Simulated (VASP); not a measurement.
LiH (zincblende type):

```
Li H
1.0
     0.00000    2.23228    2.23228
     2.23228    0.00000    2.23228
     2.23228    2.23228    0.00000
Li H
1 1
Direct
  0.00000 0.00000 0.00000
  0.25000 0.25000 0.25000
```

| Property | Result |
| --- | --- |
| Program | VASP 6.6.1 |
| Task | relaxation of cell and atoms |
| Functional | PBE |
| Potentials or basis | VASP PAW PBE potentials, release 64 (Li_sv, H) |
| Cutoff | 600 eV |
| k mesh | 13 × 13 × 13 |
| Occupations | fermi-dirac, width 0.05 eV |
| Spin | no spin polarisation |

At the start: pressure -2.8 GPa; volume 11.12 Å³/atom.

Question: Where does the relaxation end?

Answer: Over 4 steps the energy falls by 13.0 meV/atom and the volume is 9.78 Å³/atom (-12.1 %); space group F-43m (No. 216, to 0.05 Å).

Step by step:
```tsv
step	energy change (eV)	largest force (eV/Å)	pressure (GPa)	volume (Å³)
1	0.0000	0.0000	-2.84	22.25
2	-0.0101	0.0000	-2.30	21.62
3	-0.0251	0.0000	-0.59	20.03
4	-0.0260	0.0000	0.01	19.55
```

Final structure:
```
Li H
1.0
     0.00000    2.13832    2.13832
     2.13832    0.00000    2.13832
     2.13832    2.13832    0.00000
Li H
1 1
Direct
  0.00000 0.00000 0.00000
  0.25000 0.25000 0.25000
```

Caveat: the cutoff is under 1.25 times the usual one of these potentials, so pressure, stress and relaxed cells hold a basis-set (Pulay) error.
